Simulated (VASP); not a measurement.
Wanted: the native input for a VASP 6.6.1 run.

```
Task                   : single point
Functional             : PBE
Potentials or basis    : VASP PAW PBE potentials, release 64 (Co)
Cutoff                 : 520 eV
k mesh                 : 11 × 11 × 11
Occupations            : gaussian, width 0.1 eV
Spin                   : no spin polarisation
Dipole correction      : no
Further INCAR settings : ALGO = Normal; EDIFF = 1e-06; NBANDS = 16
```

The structure of Co lies in POSCAR:

```
Co
1.0
    3.5979000000      1.7989500000      1.7989500000
    1.7989500000      3.5979000000      1.7989500000
    1.7989500000      1.7989500000      3.5979000000
Co
2
Direct
    0.0000000000      0.0000000000      0.0000000000
    0.5000000000      0.5000000000      0.5000000000
```

The input as run:

INCAR

```
SYSTEM = Co
PREC = Accurate ; ENCUT = 520
EDIFF = 1E-6 ; ISMEAR = 0
SIGMA = 0.1 ; LREAL = .False.
LASPH = .True. ; NELM = 80
ALGO = Normal ; ISIF = 2
LWAVE = .False. ; LCHARG = .False.
GGA = PE ; NBANDS = 16
```

KPOINTS

```
regular mesh
0
Gamma
  11 11 11
  0 0 0
```

Potentials or basis: VASP PAW PBE potentials, release 64 (Co).

Command:

```bash
$ cat potpaw_PBE.64/Co/POTCAR > POTCAR
$ mpirun -np 1 vasp_std > vasp.out
```

Results of the run:

```yaml
Pressure: -23.4 GPa
Band_gap_on_the_k_mesh: zero (band 9 reaches 9.48 eV, above the bottom of band 10 at 8.47 eV)
```

Caveat: the run has no spin polarisation, though such a crystal can be magnetic.

Wall time 89 s on 1 thread of Intel(R) Xeon(R) Platinum 8488C (Sapphire Rapids) (shared host), peak memory 0.23 GiB.
